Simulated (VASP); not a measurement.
A run of VASP 6.6.1 is set up as follows.

INCAR

```
ALGO = Normal
EDIFF = 1E-6
ENCUT = 520
GGA = PS
ISIF = 2
ISMEAR = -1
LASPH = T
LCHARG = F
LREAL = F
LWAVE = F
NBANDS = 21
NELM = 60
PREC = Accurate
SIGMA = 0.1
```

The input KPOINTS:

```
k-points
0
Gamma
  11 11 11
```

The input POSCAR:

```
Mo
1.0
    0.0000000000      2.7684125314      2.7684125314
    2.7684125314      0.0000000000      2.7684125314
    2.7684125314      2.7684125314      0.0000000000
Mo
2
Direct
    0.1250000000      0.1250000000      0.1250000000
    0.8750000000      0.8750000000      0.8750000000
```

Potentials or basis: VASP PAW PBE potentials, release 64 (Mo_sv).

The run is started by

```console
$ cat potpaw_PBE.64/Mo_sv/POTCAR > POTCAR
$ mpirun -np 1 vasp_std > vasp.out
```

Question: What does it give for the band gap on the k mesh?

Answer: Zero (band 14 reaches 7.89 eV, above the bottom of band 15 at 7.46 eV).

Question: What does it give for the pressure?

Answer: 5.8 GPa.

Caveat: the PAW data sets were made with another functional, which shifts forces and pressure a little.
